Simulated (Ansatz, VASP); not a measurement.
Given: the input of a run of Ansatz 0.2.0 on Sb.

The input input.yaml:

```yaml
crystal:
  lattice:
    - [4.5872818327, 0.0, 0.0]
    - [0.0, 4.4792790402, 0.0]
    - [-1.3378962428, 0.0, 6.4480990254]
  atoms:
    - { symbol: Sb, position: [0.33993, 0.25, 0.68367] }
    - { symbol: Sb, position: [0.936638, 0.75, 0.762758] }
    - { symbol: Sb, position: [0.063362, 0.25, 0.237242] }
    - { symbol: Sb, position: [0.66007, 0.75, 0.31633] }
hamiltonian:
  xc: lda
  pseudopotentials: { kind: paw }
kpoints:
  mp_grid: { grid: [6, 6, 4] }
scf:
  occupations: { method: fermi_dirac, width: 0.05 }
output:
  forces: true
  stress: true
  eigenvalues: true
```

Potentials or basis: Ansatz PAW.

Launch:

```bash
$ ansatz run input.yaml --threads 2 --pin off --max-ram 5632MiB --backend cpu --events-out ev --progress --plain --runs-dir out
```

**Question.** Translate it to VASP 6.6.1. Potentials there: VASP PAW LDA potentials, release 64 (Sb_d_GW).

**Answer.** As run (the cutoff follows the program's own potentials):

INCAR

```
SYSTEM = Sb
PREC = Accurate
ENCUT = 500
EDIFF = 1E-6
ISMEAR = -1
SIGMA = 0.05
LREAL = .False.
LASPH = .True.
NELM = 120
ALGO = Normal
ISIF = 2
LWAVE = .False.
LCHARG = .False.
NBANDS = 38
GGA_COMPAT = .False.
```

Contents of KPOINTS:

```
regular mesh
0
Gamma
  6 6 4
  0 0 0
```

POSCAR

```
Sb
1.0
    4.5872818327      0.0000000000      0.0000000000
    0.0000000000      4.4792790402      0.0000000000
   -1.3378962428      0.0000000000      6.4480990254
Sb
4
Direct
    0.3399300000      0.2500000000      0.6836700000
    0.9366380000      0.7500000000      0.7627580000
    0.0633620000      0.2500000000      0.2372420000
    0.6600700000      0.7500000000      0.3163300000
```

Potentials or basis: VASP PAW LDA potentials, release 64 (Sb_d_GW).

The run is started by

```bash
$ cat potpaw_LDA.64/Sb_d_GW/POTCAR > POTCAR
$ mpirun -np 1 vasp_std > vasp.out
```

Both were run:

|  | VASP | Ansatz | Ansatz less VASP |
| --- | --- | --- | --- |
| gap on the k mesh at the Fermi level (eV) | none | none | - |
| pressure (GPa) | -5.0 | -4.9 | +0.05 |
| traceless stress, the component that is largest in VASP (GPa) | -0.72 | -0.74 | -0.018 |
| rms of the force components (eV/Å) | 0.231 | 0.233 | +0.0018 |

LDA's correlation is that of Perdew and Zunger in VASP and of Perdew and Wang (1992) in Ansatz. Atom by atom the forces differ by 0.002 eV/Å (rms over components). A gap of «none» marks a metal or a gap that the smearing closes.

Spin-orbit coupling is off throughout.
